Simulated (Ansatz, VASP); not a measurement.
# Two plane-wave programs on ZnS

```
Zn S
1.0
     3.81100    0.00000    0.00000
    -1.90550    3.30042    0.00000
     0.00000    0.00000    6.23400
Zn S
2 2
Direct
  0.33255 0.66596 0.00038
  0.66677 0.33354 0.50013
  0.33385 0.66851 0.38403
  0.66753 0.33252 0.88493
```

Alike in both runs: task single point; functional r2SCAN; k mesh 2 × 2 × 1; occupations gaussian, width 0.1 eV; no spin polarisation.

|  | VASP | Ansatz |
| --- | --- | --- |
| version | VASP 6.6.1 | Ansatz 0.2.0 |
| potentials or method | VASP PAW PBE potentials, release 64 (Zn, S), cutoff 550 eV | plane waves, PAW |
| valence electrons in the cell | 36 | 36 |

|  | VASP | Ansatz | Ansatz less VASP |
| --- | --- | --- | --- |
| gap on the k mesh at the Fermi level (eV) | 2.78 | 2.77 | -0.007 |
| rms of the force components (eV/Å) | 0.212 | 0.213 | +0.0011 |

VASP's potentials were made for PBE, not for r2SCAN. Atom by atom the forces differ by 0.001 eV/Å (rms over components).

The k mesh is coarse, so the values compare programs but aren't converged.
